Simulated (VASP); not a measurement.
H: relaxation of cell and atoms with PBE

Crystal: H.

```xyz
2
Lattice="5.6985 0.0000 0.0000 -2.8493 4.9351 0.0000 0.0000 0.0000 4.2806" Properties=species:S:1:pos:R:3 pbc="T T T"
H     0.0000    3.2900    1.0701
H     2.8493    1.6450    3.2104
```

```json
{
  "Program": "VASP 6.6.1",
  "Task": "relaxation of cell and atoms",
  "Functional": "PBE",
  "Potentials or basis": "VASP PAW PBE potentials, release 64 (H)",
  "Cutoff": "600 eV",
  "k mesh": "6 × 6 × 6",
  "Occupations": "gaussian, width 0.02 eV",
  "Spin": "collinear spin",
  "Starting moments": "[1.05, 1.05] μB",
  "Dipole correction": "no",
  "Further INCAR settings": "ALGO = Normal; EDIFF = 1e-06; IBRION = 2; EDIFFG = -0.005; NSW = 100; ISIF = 3"
}
```

```yaml
Relaxed_volume: 63.29 Å³/atom
Relaxed_cell: a = 5.783 Å, b = 5.783 Å, c = 4.370 Å, α = 90.00°, β = 90.00°, γ = 120.00°
Space_group_after_relaxing_to_0.1_Å: P6_3/mmc (No. 194)
Energy_gained_by_relaxing: 0.3 meV/atom
Ionic_steps: 6
Pressure_after_relaxing: 0.0 GPa
Band_gap_on_the_k_mesh: 6.82 eV (least direct gap 7.17 eV)
Net_moment: 2.00 μB per cell
Site_moments: H +0.38 μB
Valence_electrons_inside_the_program's_atomic_spheres: H 0.38
```

Step by step:
```
step  energy change (eV)  largest force (eV/Å)  pressure (GPa)  volume (Å³)
   1              0.0000                0.0000            0.02       120.38
   2              0.0000                0.0000            0.02       120.51
   3             -0.0001                0.0000            0.02       120.91
   4             -0.0002                0.0000            0.02       121.71
   5             -0.0003                0.0000            0.01       123.32
   6             -0.0006                0.0000            0.01       126.58
```

Final structure:
```cif
data_structure
_symmetry_space_group_name_H-M 'P 1'
_symmetry_Int_Tables_number 1
_cell_length_a 5.7832
_cell_length_b 5.7832
_cell_length_c 4.3700
_cell_angle_alpha 90.000
_cell_angle_beta 90.000
_cell_angle_gamma 120.000
_cell_volume 126.58
loop_
_atom_site_label
_atom_site_type_symbol
_atom_site_fract_x
_atom_site_fract_y
_atom_site_fract_z
_atom_site_occupancy
H1 H 0.33333 0.66667 0.25000 1
H2 H 0.66667 0.33333 0.75000 1
```

Levels at points of the mesh, in eV from the valence-band top:
Spin up:
| k point | band 1 | band 2 | band 3 | band 4 | band 5 | band 6 |
| --- | --- | --- | --- | --- | --- | --- |
| (0.00, 0.00, 0.00) | -0.77 | 0.00 | 7.57 | 9.52 | 9.52 | 10.42 |
| (0.50, 0.00, 0.00) | -0.50 | -0.25 | 6.95 | 8.46 | 8.81 | 11.14 |
| (0.00, 0.00, 0.50) | -0.26 | -0.26 | 7.87 | 7.87 | 11.21 | 11.21 |
| (0.50, 0.00, 0.50) | -0.23 | -0.23 | 7.73 | 7.73 | 9.72 | 9.72 |
Spin down:
| k point | band 1 | band 2 | band 3 | band 4 | band 5 |
| --- | --- | --- | --- | --- | --- |
| (0.00, 0.00, 0.00) | 9.06 | 14.24 | 14.24 | 15.41 | 15.70 |
| (0.50, 0.00, 0.00) | 9.82 | 11.47 | 13.35 | 14.62 | 17.60 |
| (0.00, 0.00, 0.50) | 11.00 | 11.00 | 16.16 | 16.16 | 16.16 |
| (0.50, 0.00, 0.50) | 11.77 | 11.77 | 13.32 | 13.32 | 15.31 |

It took 2.3 min on 1 thread of Intel(R) Xeon(R) Platinum 8559C (Emerald Rapids), with other jobs on the host, peak memory 0.32 GiB.

Caveat: the atoms stand far beyond bonding distance. A k mesh can miss the band edges.
